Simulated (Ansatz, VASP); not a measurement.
**One calculation of Mg, two programs**

Contents of INCAR:

```
SYSTEM = Mg
PREC     = Accurate       ! precision mode
ENCUT    = 520            ! plane-wave cutoff, eV
EDIFF    = 1E-6           ! SCF threshold, eV
ISMEAR   = -1             ! smearing method
SIGMA    = 0.08           ! smearing width, eV
LREAL    = .FALSE.        ! projectors in reciprocal space
LASPH    = .TRUE.         ! aspherical terms in the spheres
NELM     = 80             ! most SCF steps
ALGO     = Normal         ! electronic algorithm
ISIF     = 2              ! what is computed and relaxed
LWAVE    = .FALSE.        ! write WAVECAR
LCHARG   = .FALSE.        ! write CHGCAR
GGA      = PE             ! functional
NBANDS   = 9              ! bands
```

Contents of KPOINTS:

```
regular mesh
0
G
  12 12 7
  0 0 0
```

The input POSCAR:

```
Mg
1.0
    3.2092715325     -0.0160463577     -0.0160463577
   -1.6185323196      2.7873338536     -0.0058733745
   -0.0260516500     -0.0260516500      5.2103300000
Mg
2
Direct
    0.3333333333      0.6666666667      0.2500000000
    0.6666666667      0.3333333333      0.7500000000
```

Input for Ansatz:

```yaml
crystal:
  lattice:
    - [3.2092715325, -0.0160463577, -0.0160463577]
    - [-1.6185323196, 2.7873338536, -0.0058733745]
    - [-0.02605165, -0.02605165, 5.21033]
  atoms:
    - { symbol: Mg, position: [0.3333333333, 0.6666666667, 0.25] }
    - { symbol: Mg, position: [0.6666666667, 0.3333333333, 0.75] }
kpoints:
  mp_grid: { grid: [12, 12, 7] }
  band_path:
    path:
      - [0.0, 0.0, 0.0]
      - [0.0, 0.0, 0.5]
      - [-0.5, 0.5, 0.0]
      - [0.0, 0.0, 0.0]
      - [0.0, -0.5, 0.0]
      - [-0.5, 0.0, 0.5]
      - [0.0, 0.0, 0.0]
      - [-0.5, 0.0, 0.0]
      - [0.0, -0.5, 0.5]
    npoints: 5
scf:
  occupations: { method: fermi_dirac, width: 0.08 }
hamiltonian:
  xc: pbe
  pseudopotentials: { kind: all_electron, lapw: { basis_error: 0.0005 } }
output:
  forces: true
  stress: true
  eigenvalues: true
```

Change from the starting cell: equal xy, yz and zx shear strains of -1 %.

Alike in both runs: task single point; functional PBE; k mesh 12 × 12 × 7; occupations fermi-dirac, width 0.08 eV; no spin polarisation.

|  | VASP | Ansatz |
| --- | --- | --- |
| version | VASP 6.6.1 | Ansatz 0.2.0 |
| potentials or method | VASP PAW PBE potentials, release 64 (Mg), cutoff 520 eV | all-electron LAPW, scalar-relativistic |

|  | VASP | Ansatz | Ansatz less VASP |
| --- | --- | --- | --- |
| pressure (GPa) | -0.6 | -0.5 | +0.11 |
| traceless stress, the component that is largest in VASP (GPa) | -0.50 | -0.50 | +0.002 |
| rms of the force components (eV/Å) | 0.005 | 0.005 | +0.0001 |

Atom by atom the forces differ by 0.000 eV/Å (rms over components). Ansatz ran all-electron here, and VASP with PAW potentials.
